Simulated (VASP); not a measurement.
# SnSe (Pm-3m) in VASP: further runs

SnSe is run at these levels: PBE; tasks: single point.

All numbers are computed with VASP 6.6.1; they aren't measurements. Logs are shortened: lines on timing, memory, paths and dates and some standing lists are left out, and cuts for length are marked.

### Step 1. The cell of the first run

It takes space group Pm-3m (No. 221, cubic). Conventional cell: a = 3.665 Å, b = 3.665 Å, c = 3.665 Å, α = 90.00°, β = 90.00°, γ = 90.00°. Sn (site symmetry m-3m) has 8 Se at 3.17 Å and 6 Sn at 3.67 Å within 4.2 Å. Within 4.2 Å of Se (site symmetry m-3m) lie 8 Sn at 3.17 Å and 6 Se at 3.67 Å.

### Step 2. Single point, PBE

The input, INCAR:

```
SYSTEM = SnSe
PREC     = Accurate       ! precision mode
ENCUT    = 520            ! plane-wave cutoff, eV
EDIFF    = 1E-6           ! SCF threshold, eV
ISMEAR   = -1             ! smearing method
SIGMA    = 0.02           ! smearing width, eV
LREAL    = .False.        ! projectors in reciprocal space
LASPH    = .True.         ! aspherical terms in the spheres
NELM     = 100            ! most SCF steps
ALGO     = Normal         ! electronic algorithm
ISIF     = 2              ! what is computed and relaxed
LWAVE    = .False.        ! write WAVECAR
LCHARG   = .False.        ! write CHGCAR
GGA      = PE             ! functional
NBANDS   = 17             ! bands
```

The input, KPOINTS:

```
Automatic mesh
0
Gamma
  6 6 6
  0 0 0
```

The input, POSCAR:

```
SnSe
1.0
    3.6653564515      0.0000000000      0.0000000000
    0.0000000000      3.6653564515      0.0000000000
    0.0000000000      0.0000000000      3.6653564515
Sn Se
1 1
Direct
    0.0000000000      0.0000000000      0.0000000000
    0.5000000000      0.5000000000      0.5000000000
```

Potentials or basis: VASP PAW PBE potentials, release 64 (Sn_d, Se).

Run with:

```sh
cat potpaw_PBE.64/Sn_d/POTCAR potpaw_PBE.64/Se/POTCAR > POTCAR
mpirun -np 1 vasp_std > vasp.out
```

OUTCAR:

```text
SYSTEM = SnSe
   PREC = Accurate
   ENCUT = 520
   EDIFF = 1E-6
   ISMEAR = -1
   LREAL = .False.
   LASPH = .True.
   NELM = 100
   ISIF = 2
   GGA = PE

 ion  position               nearest neighbor table
   1  0.000  0.000  0.000-   2 3.17   2 3.17   2 3.17   2 3.17   2 3.17   2 3.17   2 3.17   2 3.17

   2  0.500  0.500  0.500-   1 3.17   1 3.17   1 3.17   1 3.17   1 3.17   1 3.17   1 3.17   1 3.17

  LATTYP: Found a simple cubic cell.
 ALAT       =     3.6653564515

  Lattice vectors:

 A1 = (   3.6653564515,   0.0000000000,   0.0000000000)
 A2 = (   0.0000000000,   3.6653564515,   0.0000000000)
 A3 = (   0.0000000000,   0.0000000000,   3.6653564515)

Analysis of symmetry for initial positions (statically):
=====================================================================
 Subroutine PRICEL returns:
 Original cell was already a primitive cell.

 Routine SETGRP: Setting up the symmetry group for a
 simple cubic supercell.

 Subroutine GETGRP returns: Found 48 space group operations
 (whereof 48 operations were pure point group operations)
 out of a pool of 48 trial point group operations.

The static configuration has the point symmetry O_h .

Analysis of symmetry for dynamics (positions and initial velocities):
=====================================================================
 Subroutine PRICEL returns:
 Original cell was already a primitive cell.

 Routine SETGRP: Setting up the symmetry group for a
 simple cubic supercell.

 Subroutine GETGRP returns: Found 48 space group operations
 (whereof 48 operations were pure point group operations)
 out of a pool of 48 trial point group operations.

The dynamic configuration has the point symmetry O_h .

 Subroutine INISYM returns: Found 48 space group operations
 (whereof 48 operations are pure point group operations),
 and found     1 'primitive' translations

----------------------------------------------------------------------------------------

                                     Primitive cell

  volume of cell :      49.2435

  direct lattice vectors                    reciprocal lattice vectors
     3.665356452  0.000000000  0.000000000     0.272824762  0.000000000  0.000000000
     0.000000000  3.665356452  0.000000000     0.000000000  0.272824762  0.000000000
     0.000000000  0.000000000  3.665356452     0.000000000  0.000000000  0.272824762

  length of vectors
     3.665356452  3.665356452  3.665356452     0.272824762  0.272824762  0.272824762

  position of ions in fractional coordinates (direct lattice)
     0.000000000  0.000000000  0.000000000
     0.500000000  0.500000000  0.500000000

  ion indices of the primitive-cell ions
   primitive index   ion index
                 1           1
                 2           2

----------------------------------------------------------------------------------------

 KPOINTS: Automatic mesh

Automatic generation of k-mesh.
 Grid dimensions read from file:
 generate k-points for:    6    6    6

 Generating k-lattice:

  Cartesian coordinates                     Fractional coordinates (reciprocal lattice)
     0.045470794  0.000000000  0.000000000     0.166666667  0.000000000  0.000000000
     0.000000000  0.045470794  0.000000000     0.000000000  0.166666667  0.000000000
     0.000000000  0.000000000  0.045470794     0.000000000  0.000000000  0.166666667

  Length of vectors
     0.045470794  0.045470794  0.045470794

  Shift w.r.t. Gamma in fractional coordinates (k-lattice)
     0.000000000  0.000000000  0.000000000

 Subroutine IBZKPT returns following result:
 ===========================================

 Found     20 irreducible k-points:

 Following reciprocal coordinates:
            Coordinates               Weight
  0.000000  0.000000  0.000000      1.000000
  0.166667  0.000000  0.000000      6.000000
  0.333333  0.000000  0.000000      6.000000
  0.500000  0.000000  0.000000      3.000000
  0.166667  0.166667  0.000000     12.000000
  0.333333  0.166667  0.000000     24.000000
[... 12 lines left out ...]
  0.500000  0.500000  0.333333      6.000000
  0.500000  0.500000  0.500000      1.000000
   k-points           NKPTS =     20   k-points in BZ     NKDIM =     20   number of bands    NBANDS=     17
   number of dos      NEDOS =    301   number of ions     NIONS =      2
   total plane-waves  NPLWV =  21952
   dimension x,y,z NGX =    28 NGY =   28 NGZ =   28
   dimension x,y,z NGXF=    56 NGYF=   56 NGZF=   56
   ions per type =               1   1
   NGX,Y,Z   is equivalent  to a cutoff of  12.70, 12.70, 12.70 a.u.
   NGXF,Y,Z  is equivalent  to a cutoff of  25.40, 25.40, 25.40 a.u.
 SYSTEM =  SnSe
   PREC   = accura    normal or accurate (medium, high low for compatibility)
   ISTART =      0    job   : 0-new  1-cont  2-samecut
   ICHARG =      2    charge: 1-file 2-atom 10-const
   ISPIN  =      1    spin polarized calculation?
   LNONCOLLINEAR =      F non collinear calculations
   LSORBIT =      F    spin-orbit coupling
   LASPH  =      T    aspherical Exc in radial PAW
   ENCUT  =  520.0 eV  38.22 Ry    6.18 a.u.   6.82  6.82  6.82*2*pi/ulx,y,z
   NELM   =    100;   NELMIN=  2; NELMDL= -5     # of ELM steps
   EDIFF  = 0.1E-05   stopping-criterion for ELM
   LREAL  =      F    real-space projection
   EDIFFG = 0.1E-04   stopping-criterion for IOM
   NSW    =      0    number of steps for IOM
   IBRION =     -1    ionic relax: 0-MD 1-quasi-New 2-CG
   NFREE  =      0    steps in history (QN), initial steepest desc. (CG)
   ISIF   =      2    stress and relaxation
   ISYM   =      2    0-nonsym 1-usesym 2-fastsym
   POTIM  = 0.5000    time-step for ionic-motion
   TEBEG  =    0.0;   TEEND  =   0.0 temperature during run
   PSTRESS=    0.0 pullay stress
   NELECT =      20.0000    total number of electrons
   NUPDOWN=      -1.0000    fix difference up-down
   EMIN   =  10.00;   EMAX   =-10.00  energy-range for DOS
   EFERMI =   0.00;   METHOD = LEGACY
   ISMEAR =    -1;   SIGMA  =   0.02  broadening in eV -4-tet -1-fermi 0-gaus
   EFERMI_NEDOS =   21; number of points for ismear=-14 and -15
   IALGO  =     38    algorithm
   IMIX   =      4    mixing-type and parameters
     AMIX     =   0.40;   BMIX     =  1.00
     AMIX_MAG =   1.60;   BMIX_MAG =  1.00
  volume/ion in A,a.u.               =      24.62       166.16
  Fermi-wavevector in a.u.,A,eV,Ry     =   1.212370  2.291048 19.998410  1.469842
  Thomas-Fermi vector in A             =   2.347856
   LORBIT       =      0    0 simple, 1 ext, 2 COOP (PROOUT), +10 PAW based schemes
   GGA     = PE    functional components
   LHFCALC =     F    Hartree Fock is set to
   AEXX    =    0.0000 exact exchange contribution
   IVDW    =     0    specifies the selected vdW correction
   LEPSILON=     F    determine dielectric tensor
   LRPA    =     F    only Hartree local field effects (RPA)
 non-spin polarized calculation
  energy-cutoff  :      520.00
  volume of cell :       49.24
 maximum number of plane-waves:      1357
 NGX is ok and might be reduce to    28
   NGX = 13   NGY = 13   NGZ = 13

 number of electron      19.9999988 magnetization

 Free energy of the ion-electron system (eV)
  ---------------------------------------------------
  ext. energy  EPLUGINS =         0.00000000
  ---------------------------------------------------
  free energy    TOTEN  =        -7.70657343 eV

  energy without entropy =       -7.70372811  energy(sigma->0) =       -7.70515077

 E-fermi :   6.2585     XC(G=0): -10.2283

 val. band max:        6.2540259237   @ k =   0.5000   0.0000   0.0000
 cond. band min:       6.4885705494   @ k =   0.5000   0.5000   0.3333
 fundamental gap:      0.2345446257
 Fermi energy:         6.2584571663

 k-point     1 :       0.0000    0.0000    0.0000
  band No.  band energies     occupation
      1     -15.2723      2.00000
      2     -15.2723      2.00000
      3     -15.1952      2.00000
      4     -15.1952      2.00000
      5     -15.1952      2.00000
      6      -7.3948      2.00000
[... 9 lines left out ...]
     16      18.8755      0.00000
     17      18.8755      0.00000

 k-point     2 :       0.1667    0.0000    0.0000
  band No.  band energies     occupation
      1     -15.2715      2.00000
      2     -15.2570      2.00000
      3     -15.2002      2.00000
      4     -15.2002      2.00000
      5     -15.1947      2.00000
      6      -7.1940      2.00000
[... 9 lines left out ...]
     16      17.8346      0.00000
     17      18.4406      0.00000

 k-point     3 :       0.3333    0.0000    0.0000
  band No.  band energies     occupation
      1     -15.2701      2.00000
      2     -15.2265      2.00000
      3     -15.2103      2.00000
      4     -15.2103      2.00000
      5     -15.1938      2.00000
      6      -6.7001      2.00000
[... 9 lines left out ...]
     16      16.1655      0.00000
     17      18.9796      0.00000

 k-point     4 :       0.5000    0.0000    0.0000
  band No.  band energies     occupation
      1     -15.2693      2.00000
      2     -15.2153      2.00000
      3     -15.2153      2.00000
      4     -15.2112      2.00000
      5     -15.1934      2.00000
      6      -6.3746      2.00000
[... 9 lines left out ...]
     16      19.7340      0.00000
     17      19.8909      0.00000

 k-point     5 :       0.1667    0.1667    0.0000
  band No.  band energies     occupation
      1     -15.2636      2.00000
      2     -15.2488      2.00000
      3     -15.2060      2.00000
      4     -15.2000      2.00000
      5     -15.1993      2.00000
      6      -6.9994      2.00000
[... 9 lines left out ...]
     16      16.6016      0.00000
     17      16.9651      0.00000

 k-point     6 :       0.3333    0.1667    0.0000
  band No.  band energies     occupation
      1     -15.2597      2.00000
      2     -15.2206      2.00000
      3     -15.2176      2.00000
      4     -15.2095      2.00000
      5     -15.1986      2.00000
      6      -6.5269      2.00000
[... 9 lines left out ...]
     16      16.6607      0.00000
     17      16.7408      0.00000

 k-point     7 :       0.5000    0.1667    0.0000
  band No.  band energies     occupation
      1     -15.2587      2.00000
      2     -15.2234      2.00000
      3     -15.2144      2.00000
      4     -15.2054      2.00000
      5     -15.1980      2.00000
      6      -6.2223      2.00000
[... 9 lines left out ...]
     16      17.3540      0.00000
     17      18.1343      0.00000

 k-point     8 :       0.3333    0.3333    0.0000
  band No.  band energies     occupation
      1     -15.2471      2.00000
      2     -15.2322      2.00000
      3     -15.2083      2.00000
      4     -15.2077      2.00000
      5     -15.2006      2.00000
      6      -6.1225      2.00000
[... 9 lines left out ...]
     16      15.7371      0.00000
     17      17.5114      0.00000
[... 123 lines left out ...]
      1     -15.2375      2.00000
      2     -15.2281      2.00000
      3     -15.2195      2.00000
      4     -15.2133      2.00000
      5     -15.1870      2.00000
      6      -5.7665      2.00000
[... 9 lines left out ...]
     16      16.5990      0.00000
     17      18.8711      0.00000

 k-point    16 :       0.5000    0.5000    0.1667
  band No.  band energies     occupation
      1     -15.2449      2.00000
      2     -15.2230      2.00000
      3     -15.2183      2.00000
      4     -15.2183      2.00000
      5     -15.1756      2.00000
      6      -5.5869      2.00000
[... 9 lines left out ...]
     16      16.6942      0.00000
     17      17.9949      0.00000

 k-point    17 :       0.3333    0.3333    0.3333
  band No.  band energies     occupation
      1     -15.2291      2.00000
      2     -15.2259      2.00000
      3     -15.2259      2.00000
      4     -15.1993      2.00000
      5     -15.1993      2.00000
      6      -5.6912      2.00000
[... 9 lines left out ...]
     16      17.5296      0.00000
     17      20.7950      0.00000

 k-point    18 :       0.5000    0.3333    0.3333
  band No.  band energies     occupation
      1     -15.2345      2.00000
      2     -15.2319      2.00000
      3     -15.2252      2.00000
      4     -15.1989      2.00000
      5     -15.1834      2.00000
      6      -5.5221      2.00000
[... 9 lines left out ...]
     16      18.2187      0.00000
     17      21.6879      0.00000

 k-point    19 :       0.5000    0.5000    0.3333
  band No.  band energies     occupation
      1     -15.2400      2.00000
      2     -15.2311      2.00000
      3     -15.2311      2.00000
      4     -15.1909      2.00000
      5     -15.1750      2.00000
      6      -5.3867      2.00000
[... 9 lines left out ...]
     16      19.2211      0.00000
     17      22.2199      0.00000

 k-point    20 :       0.5000    0.5000    0.5000
  band No.  band energies     occupation
      1     -15.2375      2.00000
      2     -15.2375      2.00000
      3     -15.2375      2.00000
      4     -15.1747      2.00000
      5     -15.1747      2.00000
      6      -5.2774      2.00000
[... 9 lines left out ...]
     16      20.4056      0.00000
     17      24.1045      0.00000

------------------------ aborting loop because EDIFF is reached ----------------------------------------

  FORCE on cell =-STRESS in cart. coord.  units (eV):
  Direction    XX          YY          ZZ          XY          YZ          ZX
  --------------------------------------------------------------------------------------
  -------------------------------------------------------------------------------------
  Total        0.2393283      0.2393283      0.2393283      0.0000000      0.0000000     -0.0000000
  in kB        7.7867463      7.7867463      7.7867463      0.0000000      0.0000000     -0.0000000
  external PRESSURE =       7.7867463 kB  Pullay stress =       0.0000000 kB

 VOLUME and BASIS-vectors are now :
 -----------------------------------------------------------------------------
  energy-cutoff  :      520.00
  volume of cell :       49.24
      direct lattice vectors                 reciprocal lattice vectors
     3.665356452  0.000000000  0.000000000     0.272824762  0.000000000  0.000000000
     0.000000000  3.665356452  0.000000000     0.000000000  0.272824762  0.000000000
     0.000000000  0.000000000  3.665356452     0.000000000  0.000000000  0.272824762

 POSITION                                       TOTAL-FORCE (eV/Angst)
 -----------------------------------------------------------------------------------
      0.00000      0.00000      0.00000         0.000000      0.000000      0.000000
      1.83268      1.83268      1.83268         0.000000      0.000000      0.000000
 -----------------------------------------------------------------------------------
    total drift:                               -0.000000      0.000000     -0.000000

  FREE ENERGIE OF THE ION-ELECTRON SYSTEM (eV)
  ---------------------------------------------------
  free  energy   TOTEN  =        -7.7065734282 eV

  energy  without entropy=       -7.7037281148  energy(sigma->0) =       -7.70515077
```

Wall time 20 s (1 thread of Intel Xeon 8259CL, shared host); peak memory 0.16 GiB.

What came out:

| Property | Result |
| --- | --- |
| Free energy | -7.7066 eV |
| Pressure | 0.8 GPa |
| Band gap on the k mesh | zero (band 10 reaches 6.69 eV, above the bottom of band 11 at 5.24 eV) |

Caveat: spin-orbit coupling is left out, which moves the levels of the heavy elements.

[end of part 1 of 2]
